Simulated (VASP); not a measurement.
Crystal: KMgF3.

```
CELL_PARAMETERS angstrom
-4.09814 -0.03278 0.08057
0.08057 -0.00515 -4.02664
-0.06555 -8.15244 -0.01029
ATOMIC_POSITIONS crystal
K 0.51736 0.48918 0.75157
K 0.50519 0.51716 0.25384
Mg 0.99597 0.01756 0.50032
Mg 0.99160 0.00963 0.99080
F 0.49626 0.99529 0.01227
F 0.50361 0.98074 0.49912
F 0.00438 0.00872 0.74814
F 0.99239 0.97829 0.24580
F 0.99467 0.49046 0.99393
F 0.99857 0.51297 0.50421
```

```yaml
Program: VASP 6.6.1
Task: relaxation of cell and atoms
Functional: PBE
Potentials_or_basis: VASP PAW PBE potentials, release 64 (K_sv, Mg, F)
Cutoff: 600 eV
k_mesh: 4 × 4 × 2
Occupations: gaussian, width 0.1 eV
Spin: no spin polarisation
```

At the start: pressure -0.7 GPa; volume 13.45 Å³/atom.

Q: Where does the relaxation end?

A: Over 9 steps the energy falls by 20.6 meV/atom and the volume is 13.20 Å³/atom (-1.8 %); space group P1 (No. 1, to 0.1 Å) before, Pm-3m (No. 221, to 0.1 Å).

The path:
```csv
step,energy change (eV),largest force (eV/Å),pressure (GPa),volume (Å³)
1,0.0000,1.0495,-0.73,134.47
2,-0.1179,0.3517,-0.40,133.27
3,-0.1524,0.3972,0.12,132.18
4,-0.1825,0.2002,0.11,132.10
5,-0.1950,0.1047,0.13,132.01
6,-0.2005,0.0947,-0.04,132.29
7,-0.2028,0.1016,-0.21,132.62
8,-0.2058,0.0396,0.00,132.20
9,-0.2062,0.0247,0.11,131.98
```

Final structure:
```
CELL_PARAMETERS angstrom
-4.04206 -0.00076 0.00307
0.00302 0.00039 -4.03945
-0.00162 -8.08344 0.00066
ATOMIC_POSITIONS crystal
K 0.50172 0.49877 0.75002
K 0.49925 0.50152 0.25013
Mg 0.00049 0.99925 0.50005
Mg 0.99947 0.00006 0.00019
F 0.49934 0.99934 0.00039
F 0.50059 0.00092 0.50001
F 0.00041 0.99951 0.75007
F 0.99953 0.00067 0.24994
F 0.99831 0.50031 0.99945
F 0.00090 0.49964 0.49975
```
